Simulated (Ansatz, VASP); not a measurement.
# One calculation of Li2PdC2, two programs

The input INCAR:

```
  ALGO = Normal
  EDIFF = 1E-6
  EDIFFG = -0.001
  ENCUT = 600
  GGA = PE
  IBRION = 2
  ISIF = 3
  ISMEAR = -1
  LASPH = T
  LCHARG = F
  LREAL = F
  LWAVE = F
  NELM = 80
  NSW = 80
  PREC = Accurate
  SIGMA = 0.15
```

KPOINTS

```
k-points
0
Gamma
  12 12 8
```

File POSCAR:

```
Li2PdC2
1.0
    3.8302139234      0.0000000000      0.0000000000
   -1.9151069617      3.3170625596      0.0000000000
    0.0000000000      0.0000000000      5.2645438762
Li Pd C
2 1 2
Direct
    0.6666666667      0.3333333333      0.7053713920
    0.3333333333      0.6666666667      0.2946286080
    0.0000000000      0.0000000000      0.0000000000
    0.0000000000      0.0000000000      0.6200947250
    0.0000000000      0.0000000000      0.3799052750
```

Input for Ansatz:

```yaml
crystal:
  lattice:
    - [3.8302139234, 0.0, 0.0]
    - [-1.9151069617, 3.3170625596, 0.0]
    - [0.0, 0.0, 5.2645438762]
  atoms:
    - { symbol: Li, position: [0.6666666667, 0.3333333333, 0.705371392] }
    - { symbol: Li, position: [0.3333333333, 0.6666666667, 0.294628608] }
    - { symbol: Pd, position: [0.0, 0.0, 0.0] }
    - { symbol: C, position: [0.0, 0.0, 0.620094725] }
    - { symbol: C, position: [0.0, 0.0, 0.379905275] }
basis:
  ecutwfc: 420
kpoints:
  mp_grid: { grid: [12, 12, 8] }
hamiltonian:
  xc: pbe
scf:
  occupations: { method: fermi_dirac, width: 0.15 }
output:
  forces: true
  stress: true
  eigenvalues: true
relax:
  adjacent_minimum: "off"
  f_tol: 0.001
  max_steps: 60
  cell: { stress_tol: 0.01 }
```

Alike in both runs: task relaxation of cell and atoms; functional PBE; k mesh 12 × 12 × 8; occupations fermi-dirac, width 0.15 eV; no spin polarisation.

|  | VASP | Ansatz |
| --- | --- | --- |
| version | VASP 6.6.1 | Ansatz 0.2.0 |
| potentials or method | VASP PAW PBE potentials, release 64 (Li_sv, Pd, C), cutoff 600 eV | scalar-relativistic, plane waves, PAW |
| valence electrons in the cell | 24 | 32 |

Ansatz gave:

| Property | Result |
| --- | --- |
| gap on the k mesh at the Fermi level, each at its own relaxed structure (eV) | none |
| relaxed volume (Å³/atom) | 13.35 |
| relaxed cell length with the largest relative difference (Å) | 3.826 |

Question: Which values does VASP return?

Answer: gap on the k mesh at the Fermi level, each at its own relaxed structure (eV): none; relaxed volume (Å³/atom): 13.29; relaxed cell length with the largest relative difference (Å): 3.818.

A gap of «none» marks a metal or a gap that the smearing closes. VASP's potentials hold 24 valence electrons a cell and Ansatz's 32, so a difference there can come from the potentials and not from the codes.

Noted on VASP's run: the cutoff is short for stress, so the pressure is rough.
